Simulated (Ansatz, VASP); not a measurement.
**One calculation of Tl, two programs**

File INCAR:

```
PREC = Accurate
ENCUT = 520
EDIFF = 1E-6
ISMEAR = -1
SIGMA = 0.1
LREAL = False
LASPH = True
NELM = 100
ALGO = Normal
ISIF = 2
LWAVE = False
LCHARG = False
GGA = PE
NBANDS = 20
```

The input KPOINTS:

```
Automatic mesh
0
Gamma
  13 13 13
```

File POSCAR:

```
Tl
1.0
    0.0000000000      3.5660074013      3.5660074013
    3.5660074013      0.0000000000      3.5660074013
    3.5660074013      3.5660074013      0.0000000000
Tl
2
Direct
    0.1250000000      0.1250000000      0.1250000000
    0.8750000000      0.8750000000      0.8750000000
```

Input for Ansatz:

```yaml
crystal:
  lattice:
    - [0.0, 3.5660074013, 3.5660074013]
    - [3.5660074013, 0.0, 3.5660074013]
    - [3.5660074013, 3.5660074013, 0.0]
  atoms:
    - { symbol: Tl, position: [0.125, 0.125, 0.125] }
    - { symbol: Tl, position: [0.875, 0.875, 0.875] }
hamiltonian:
  xc: pbe
  pseudopotentials:
    kind: paw
    azcp:
      Tl: "pseudopotentials/Tl.paw.azcp"
basis:
  ecutwfc: 420
  fft_grid_basis: typed
kpoints:
  mp_grid: { grid: [13, 13, 13], shift: [0, 0, 0] }
magnetization:
  spin_polarized: false
scf:
  occupations: { method: fermi_dirac, width: 0.1 }
output:
  stress: true
```

Alike in both runs: task single point; functional PBE; k mesh 13 × 13 × 13; occupations fermi-dirac, width 0.1 eV; no spin polarisation.

|  | VASP | Ansatz |
| --- | --- | --- |
| version | VASP 6.6.1 | Ansatz 0.2.0 |
| potentials or method | VASP PAW PBE potentials, release 64 (Tl_d), cutoff 520 eV | plane waves (420 eV) with PAW, scalar-relativistic |
| valence electrons in the cell | 26 | 26 |

|  | VASP | Ansatz | Ansatz less VASP |
| --- | --- | --- | --- |
| pressure (GPa) | -0.1 | -0.1 | +0.04 |

With one functional, cell and mesh, what is left measures potentials, basis and numerics.

Spin-orbit coupling is off throughout.
